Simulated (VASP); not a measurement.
NaCl: single point with PBEsol

Crystal: NaCl.

```
CELL_PARAMETERS angstrom
0.00000 2.54145 2.54145
2.54145 0.00000 2.54145
2.54145 2.54145 0.00000
ATOMIC_POSITIONS crystal
Na 0.00000 0.00000 0.00000
Cl 0.50000 0.50000 0.50000
```

```json
{
  "Program": "VASP 6.6.1",
  "Task": "single point",
  "Functional": "PBEsol",
  "Potentials or basis": "VASP PAW PBE potentials, release 64 (Na_pv, Cl)",
  "Cutoff": "520 eV",
  "k mesh": "8 × 8 × 8",
  "Occupations": "gaussian, width 0.01 eV",
  "Spin": "no spin polarisation"
}
```

- Pressure: 15.2 GPa
- Band gap on the k mesh: 6.39 eV, direct

Levels at points of the mesh, in eV from the valence-band top:
```
           k point  band 3  band 4  band 5  band 6  band 7  band 8  band 9  band 10  band 11  band 12
(0.00, 0.00, 0.00)  -20.31  -13.62    0.00    0.00    0.00    6.39   11.12    11.12    11.12    13.82
(0.50, 0.00, 0.00)  -20.32  -12.77   -3.16   -0.52   -0.52    7.51   11.50    11.50    13.22    17.02
(0.50, 0.50, 0.00)  -20.34  -12.73   -2.72   -0.99   -0.99    7.35    8.26    13.58    16.33    17.63
```

Wall time 9.5 s on 1 thread of Intel(R) Xeon(R) Platinum 8259CL CPU @ 2.50GHz (Skylake/Cascade Lake), on a shared host, peak memory 0.15 GiB.

Caveat: the PAW data sets were made with another functional, which shifts forces and pressure a little. Expect the measured gap to be larger: semilocal functionals such as PBEsol lack the derivative discontinuity.
